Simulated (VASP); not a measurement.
Wanted: the native input for a VASP 6.6.1 run.

```yaml
Task: single point
Functional: PBEsol
Potentials_or_basis: VASP PAW PBE potentials, release 64 (La)
Cutoff: 520 eV
k_mesh: 9 × 9 × 9
Occupations: fermi-dirac, width 0.05 eV
Spin: no spin polarisation
Dipole_correction: no
Further_INCAR_settings: ALGO = Normal; EDIFF = 1e-07; NBANDS = 12
```

The structure of La lies in POSCAR:

```
La
1.0
   -2.1095767417      2.1095767417      2.1095767417
    2.1095767417     -2.1095767417      2.1095767417
    2.1095767417      2.1095767417     -2.1095767417
La
1
Direct
    0.0000000000      0.0000000000      0.0000000000
```

This cell differs from its parent crystal: volume scaled by 0.98.

One way to write it, as run:

INCAR

```
PREC = Accurate ; ENCUT = 520
EDIFF = 1E-7 ; ISMEAR = -1
SIGMA = 0.05 ; LREAL = F
LASPH = T ; NELM = 100
ALGO = Normal ; ISIF = 2
LWAVE = F ; LCHARG = T
GGA = PS ; LELF = T
LVHAR = T ; NBANDS = 12
```

KPOINTS

```
regular mesh
0
Gamma
  9 9 9
```

Potentials or basis: VASP PAW PBE potentials, release 64 (La).

Run with:

```console
$ cat potpaw_PBE.64/La/POTCAR > POTCAR
$ mpirun -np 1 vasp_std > vasp.out
```

Results of the run:

```
Pressure : -2.1 GPa
```

Caveat: the PAW data sets were made with another functional, which shifts forces and pressure a little.

It took 12 s on 1 thread of Intel(R) Xeon(R) Platinum 8488C (Sapphire Rapids) (shared host), peak memory 0.17 GiB.
